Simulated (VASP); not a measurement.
# GaN in VASP: further runs

GaN is run at these levels: PBEsol; tasks: single point.

Everything below comes from runs of VASP 6.6.1. Logs are shortened: lines on timing, memory, paths and dates and some standing lists are left out, and cuts for length are marked.

## 1. The cell of the first run

It takes space group I-4m2 (No. 119, tetragonal). The conventional cell has a = 3.306 Å, b = 3.306 Å, c = 4.743 Å, α = 90.00°, β = 90.00°, γ = 90.00°. Ga (site symmetry -4m2) has 4 N at 2.03 Å within 2.7 Å. N (site symmetry -4m2) has 4 Ga at 2.03 Å within 2.7 Å.

## 2. Single point, PBEsol (strained)

Input file INCAR:

```
SYSTEM = GaN
PREC = Accurate
ENCUT = 520
EDIFF = 1E-6
ISMEAR = 0
SIGMA = 0.02
LREAL = .False.
LASPH = .True.
NELM = 80
ALGO = Normal
ISIF = 2
LWAVE = .False.
LCHARG = .False.
GGA = PS
NBANDS = 16
```

Input file KPOINTS:

```
regular mesh
0
Gamma
  10 10 10
  0 0 0
```

Input file POSCAR:

```
GaN
1.0
    0.0000000000      2.3713361543      2.3375336452
    2.3375336452      0.0000000000      2.3375336452
    2.3375336452      2.3713361543      0.0000000000
Ga N
1 1
Direct
    0.0000000000      0.0000000000      0.0000000000
    0.7500000000      0.7500000000      0.7500000000
```

Potentials or basis: VASP PAW PBE potentials, release 64 (Ga_d, N).

Run with:

```sh
cat potpaw_PBE.64/Ga_d/POTCAR potpaw_PBE.64/N/POTCAR > POTCAR
mpirun -np 1 vasp_std > vasp.out
```

OUTCAR:

```text
SYSTEM = GaN
   PREC = Accurate
   ENCUT = 520
   EDIFF = 1E-6
   ISMEAR = 0
   LREAL = .False.
   LASPH = .True.
   NELM = 80
   ISIF = 2
   GGA = PS

 ion  position               nearest neighbor table
   1  0.000  0.000  0.000-   2 2.03   2 2.03   2 2.03   2 2.03
   2  0.750  0.750  0.750-   1 2.03   1 2.03   1 2.03   1 2.03

  LATTYP: Found a body centered tetragonal cell.
 ALAT       =     3.3057717835
 C/A-ratio  =     1.4346641629

  Lattice vectors:

 A1 = (   0.0000000000,  -2.3713361543,   2.3375336452)
 A2 = (   0.0000000000,  -2.3713361543,  -2.3375336452)
 A3 = (   2.3375336452,   2.3713361543,   0.0000000000)

Analysis of symmetry for initial positions (statically):
=====================================================================
 Subroutine PRICEL returns:
 Original cell was already a primitive cell.

 Routine SETGRP: Setting up the symmetry group for a
 body centered tetragonal supercell.

 Subroutine GETGRP returns: Found  8 space group operations
 (whereof  8 operations were pure point group operations)
 out of a pool of 16 trial point group operations.

The static configuration has the point symmetry D_2d.

Analysis of symmetry for dynamics (positions and initial velocities):
=====================================================================
 Subroutine PRICEL returns:
 Original cell was already a primitive cell.

 Routine SETGRP: Setting up the symmetry group for a
 body centered tetragonal supercell.

 Subroutine GETGRP returns: Found  8 space group operations
 (whereof  8 operations were pure point group operations)
 out of a pool of 16 trial point group operations.

The dynamic configuration has the point symmetry D_2d.

 Subroutine INISYM returns: Found  8 space group operations
 (whereof  8 operations are pure point group operations),
 and found     1 'primitive' translations

----------------------------------------------------------------------------------------

                                     Primitive cell

  volume of cell :      25.9143

  direct lattice vectors                    reciprocal lattice vectors
     0.000000000  2.371336154  2.337533645    -0.213900665  0.210851591  0.213900665
     2.337533645  0.000000000  2.337533645     0.213900665 -0.210851591  0.213900665
     2.337533645  2.371336154  0.000000000     0.213900665  0.210851591 -0.213900665

  length of vectors
     3.329759556  3.305771784  3.329759556     0.368734839  0.368734839  0.368734839

  position of ions in fractional coordinates (direct lattice)
     0.000000000  0.000000000  0.000000000
[... 80 lines left out ...]
   EDIFFG = 0.1E-04   stopping-criterion for IOM
   NSW    =      0    number of steps for IOM
   IBRION =     -1    ionic relax: 0-MD 1-quasi-New 2-CG
   NFREE  =      0    steps in history (QN), initial steepest desc. (CG)
   ISIF   =      2    stress and relaxation
   ISYM   =      2    0-nonsym 1-usesym 2-fastsym
   POTIM  = 0.5000    time-step for ionic-motion
   TEBEG  =    0.0;   TEEND  =   0.0 temperature during run
   PSTRESS=    0.0 pullay stress
   NELECT =      18.0000    total number of electrons
   NUPDOWN=      -1.0000    fix difference up-down
   EMIN   =  10.00;   EMAX   =-10.00  energy-range for DOS
   EFERMI =   0.00;   METHOD = LEGACY
   ISMEAR =     0;   SIGMA  =   0.02  broadening in eV -4-tet -1-fermi 0-gaus
   EFERMI_NEDOS =   21; number of points for ismear=-14 and -15
   IALGO  =     38    algorithm
   IMIX   =      4    mixing-type and parameters
     AMIX     =   0.40;   BMIX     =  1.00
     AMIX_MAG =   1.60;   BMIX_MAG =  1.00
  volume/ion in A,a.u.               =      12.96        87.44
  Fermi-wavevector in a.u.,A,eV,Ry     =   1.449838  2.739796 28.599844  2.102029
  Thomas-Fermi vector in A             =   2.567519
   LORBIT       =      0    0 simple, 1 ext, 2 COOP (PROOUT), +10 PAW based schemes
   GGA     = PS    functional components
   LHFCALC =     F    Hartree Fock is set to
   AEXX    =    0.0000 exact exchange contribution
   IVDW    =     0    specifies the selected vdW correction
   LEPSILON=     F    determine dielectric tensor
   LRPA    =     F    only Hartree local field effects (RPA)
 non-spin polarized calculation
 Gauss-broadening in eV      SIGMA  =   0.02
  energy-cutoff  :      520.00
  volume of cell :       25.91
 maximum number of plane-waves:       717
 NGX is ok and might be reduce to    28
   NGX = 13   NGY = 13   NGZ = 13

 number of electron      18.0000004 magnetization

 Free energy of the ion-electron system (eV)
  ---------------------------------------------------
  ext. energy  EPLUGINS =         0.00000000
  ---------------------------------------------------
  free energy    TOTEN  =       -12.91606429 eV

  energy without entropy =      -12.91606429  energy(sigma->0) =      -12.91606429

 E-fermi :   3.9925     XC(G=0): -11.2514

 val. band max:        3.9055540436   @ k =   0.0000   0.0000   0.0000
 cond. band min:       4.7785549936   @ k =   0.0000   0.0000   0.0000
 fundamental gap:      0.8730009499
 Fermi energy:         3.9925188557

 k-point     1 :       0.0000    0.0000    0.0000
  band No.  band energies     occupation
      1     -11.0569      2.00000
      2      -9.4744      2.00000
      3      -9.4616      2.00000
      4      -9.4616      2.00000
      5      -9.2495      2.00000
      6      -9.2479      2.00000
[... 433 lines left out ...]
      3      -9.3135      2.00000
      4      -9.3099      2.00000
      5      -9.2040      2.00000
      6      -8.1444      2.00000
[... 8 lines left out ...]
     15      24.0071      0.00000
     16      24.8818      0.00000

 [... further k-points ...]

------------------------ aborting loop because EDIFF is reached ----------------------------------------

  FORCE on cell =-STRESS in cart. coord.  units (eV):
  Direction    XX          YY          ZZ          XY          YZ          ZX
  --------------------------------------------------------------------------------------
  -------------------------------------------------------------------------------------
  Total       -2.8801798     -3.1853596     -2.8801798      0.0000000     -0.0000000      0.0000000
  in kB     -178.0702343   -196.9382996   -178.0702343      0.0000000     -0.0000000      0.0000000
  external PRESSURE =    -184.3595894 kB  Pullay stress =       0.0000000 kB

 VOLUME and BASIS-vectors are now :
 -----------------------------------------------------------------------------
  energy-cutoff  :      520.00
  volume of cell :       25.91
      direct lattice vectors                 reciprocal lattice vectors
     0.000000000  2.371336154  2.337533645    -0.213900665  0.210851591  0.213900665
     2.337533645  0.000000000  2.337533645     0.213900665 -0.210851591  0.213900665
     2.337533645  2.371336154  0.000000000     0.213900665  0.210851591 -0.213900665

 POSITION                                       TOTAL-FORCE (eV/Angst)
 -----------------------------------------------------------------------------------
      0.00000      0.00000      0.00000         0.000000     -0.000000     -0.000000
      3.50630      3.55700      3.50630         0.000000      0.000000      0.000000
 -----------------------------------------------------------------------------------
    total drift:                               -0.000001     -0.000001     -0.000001

  FREE ENERGIE OF THE ION-ELECTRON SYSTEM (eV)
  ---------------------------------------------------
  free  energy   TOTEN  =       -12.9160642860 eV

  energy  without entropy=      -12.9160642860  energy(sigma->0) =      -12.91606429
```

stdout:

```text
POSCAR found type information on POSCAR GaN
 POSCAR found :  2 types and       2 ions
 scaLAPACK will be used
 -----------------------------------------------------------------------------
|                                                                             |
|                                                                             |
|     You enforced a specific xc type in the INCAR file but a different       |
|     I HOPE YOU KNOW WHAT YOU ARE DOING!                                     |
|                                                                             |
 -----------------------------------------------------------------------------

 LDA part: xc-table for (Slater+PW92), standard interpolation
 POSCAR, INCAR and KPOINTS ok, starting setup
 FFT: planning ... GRIDC
 FFT: planning ... GRID_SOFT
 FFT: planning ... GRID
 WAVECAR not read
 entering main loop
```

Run time: 46 s. Hardware: 1 thread of Intel Xeon Platinum 8259CL at 2.50GHz (Skylake/Cascade Lake), shared host; peak memory 0.18 GiB.

What came out:

* Free energy: -12.9161 eV
* Pressure: -18.4 GPa
* Band gap on the k mesh: 0.87 eV, direct

Caveat: the cell differs from its parent crystal (strained); the PAW data sets were made with another functional, which shifts forces and pressure a little.

## 3. Single point, PBEsol (one atom moved)

Input file INCAR:

```
SYSTEM = GaN
PREC = Accurate
ENCUT = 520
EDIFF = 1E-6
ISMEAR = 0
SIGMA = 0.02
LREAL = .FALSE.
LASPH = .TRUE.
NELM = 80
ALGO = Normal
ISIF = 2
LWAVE = .FALSE.
LCHARG = .TRUE.
GGA = PS
LELF = .TRUE.
LVHAR = .TRUE.
NBANDS = 16
```

Input file KPOINTS:

```
regular mesh
0
G
  10 10 10
  0 0 0
```

Input file POSCAR:

```
GaN
1.0
    0.0000000000      2.2535006075      2.2535006075
    2.2535006075      0.0000000000      2.2535006075
    2.2535006075      2.2535006075      0.0000000000
Ga N
1 1
Direct
    0.0000000000      0.0000000000      0.0000000000
    0.7757599221      0.7347925490      0.7267739135
```

Potentials or basis: VASP PAW PBE potentials, release 64 (Ga_d, N).

Run with:

```sh
cat potpaw_PBE.64/Ga_d/POTCAR potpaw_PBE.64/N/POTCAR > POTCAR
mpirun -np 1 vasp_std > vasp.out
```

Run time: 91 s. Hardware: 1 thread of Intel Xeon Platinum 8259CL at 2.50GHz (Skylake/Cascade Lake), shared host; peak memory 0.29 GiB.

It converged, with:

| Property | Result |
| --- | --- |
| Free energy | -13.0742 eV |
| Pressure | -0.5 GPa |
| Largest force | 1.058 eV/Å |
| Band gap on the k mesh | 1.53 eV, direct |

Forces on the atoms (eV/Å):
```
Ga  -1.022 -0.039  0.268
N    1.022  0.039 -0.268
```

Stress tensor (GPa, compression positive):
```
-1.15  1.23 -0.21
 1.23 -0.18 -4.78
-0.21 -4.78 -0.25
```

Levels at points of the mesh, in eV from the valence-band top:
| k point | band 7 | band 8 | band 9 | band 10 | band 11 | band 12 |
| --- | --- | --- | --- | --- | --- | --- |
| (0.00, 0.00, 0.00) | -0.36 | -0.14 | 0.00 | 1.53 | 9.95 | 10.05 |
| (0.50, 0.00, 0.00) | -7.05 | -1.31 | -0.96 | 4.30 | 8.43 | 9.71 |
| (0.00, 0.50, 0.00) | -7.40 | -1.35 | -0.91 | 4.45 | 8.48 | 9.75 |
| (0.00, 0.00, 0.50) | -7.47 | -1.31 | -0.95 | 4.49 | 8.49 | 9.86 |
| (0.50, 0.50, 0.50) | -7.16 | -1.38 | -0.89 | 4.35 | 8.44 | 9.66 |
| (0.50, 0.50, 0.00) | -6.36 | -2.91 | -2.83 | 3.04 | 6.36 | 11.39 |
| (0.00, 0.50, 0.50) | -6.32 | -3.02 | -2.77 | 3.06 | 6.42 | 11.39 |
| (0.50, 0.00, 0.50) | -6.36 | -2.89 | -2.84 | 3.04 | 6.36 | 11.39 |

Caveat: the cell differs from its parent crystal (one atom moved); the PAW data sets were made with another functional, which shifts forces and pressure a little.
